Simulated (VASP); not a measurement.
Crystal: GaN.

```
Ga N
1.0
     0.00000    2.24895    2.24895
     2.24895    0.00000    2.24895
     2.24895    2.24895    0.00000
Ga N
1 1
Direct
  0.00000 0.00000 0.00000
  0.75000 0.75000 0.75000
```

Base run:

| Quantity | Value |
| --- | --- |
| Program | VASP 6.6.1 |
| Functional | PBE |
| Potentials or basis | VASP PAW PBE potentials, release 64 (Ga_d, N) |
| Cutoff | 520 eV |
| k mesh | 10 × 10 × 10 |
| Occupations | fermi-dirac, width 0.02 eV |
| Spin | no spin polarisation |

Its results: band gap on the k mesh 1.76 eV, direct; pressure 6.3 GPa.

Problem. The run is repeated on the same cell with these changes: functional from PBE to r2SCAN; occupations from fermi-dirac, width 0.02 eV to gaussian, width 0.01 eV. What comes out?

Solution. Band gap on the k mesh 2.16 eV, direct; pressure 1.1 GPa.

Caveats: the PAW data sets were made with another functional, which shifts forces and pressure a little (some runs).

